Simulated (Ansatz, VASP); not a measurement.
## One calculation of PtSe2, two programs

```
Pt Se
1.0
     3.72400    0.00000    0.00000
    -1.86200    3.22508    0.00000
     0.00000    0.00000    5.06200
Pt Se
1 2
Cartesian
  0.0000 0.0000 0.0000
  0.0000 2.1501 1.2655
  1.8620 1.0750 3.7965
```

Alike in both runs: task single point; functional LDA; k mesh 18 × 18 × 10; occupations fermi-dirac, width 0.02 eV; no spin polarisation.

|  | VASP | Ansatz |
| --- | --- | --- |
| version | VASP 6.6.1 | Ansatz 0.2.0 |
| potentials or method | VASP PAW LDA potentials, release 64 (Pt, Se), cutoff 520 eV | scalar-relativistic, plane waves, PAW |
| valence electrons in the cell | 22 | 50 |

```tsv
	VASP	Ansatz	Ansatz less VASP
gap on the k mesh at the Fermi level (eV)	none	none	-
pressure (GPa)	-0.1	-0.5	-0.39
traceless stress, the component that is largest in VASP (GPa)	-0.84	-0.72	+0.125
rms of the force components (eV/Å)	0.100	0.076	-0.0236
```

LDA's correlation is that of Perdew and Zunger in VASP and of Perdew and Wang (1992) in Ansatz. Atom by atom the forces differ by 0.024 eV/Å (rms over components). A gap of «none» marks a metal or a gap that the smearing closes. VASP's potentials hold 22 valence electrons a cell and Ansatz's 50, so a difference there can come from the potentials and not from the codes.

Spin-orbit coupling is off throughout.
